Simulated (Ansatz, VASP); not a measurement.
## Two plane-wave programs on KBr

```
CELL_PARAMETERS angstrom
4.05424 0.00000 0.00000
0.00000 4.05424 0.00000
0.00000 0.00000 4.05424
ATOMIC_POSITIONS crystal
K 0.00000 0.00000 0.00000
Br 0.50000 0.50000 0.50000
```

Alike in both runs: task single point; functional r2SCAN; k mesh 6 × 6 × 6; no spin polarisation.

|  | VASP | Ansatz |
| --- | --- | --- |
| version | VASP 6.6.1 | Ansatz 0.2.0 |
| potentials or method | VASP PAW PBE potentials, release 64 (K_sv, Br) | plane waves, PAW |
| plane-wave cutoff (eV) | 520 | 500 |
| occupations | gaussian, width 0.01 eV | fixed |
| valence electrons in the cell | 16 | 16 |

|  | VASP | Ansatz | Ansatz less VASP |
| --- | --- | --- | --- |
| gap on the k mesh at the Fermi level (eV) | 4.57 | 4.57 | -0.003 |
| pressure (GPa) | -1.0 | -1.0 | 0.00 |

VASP's potentials were made for PBE, not for r2SCAN.
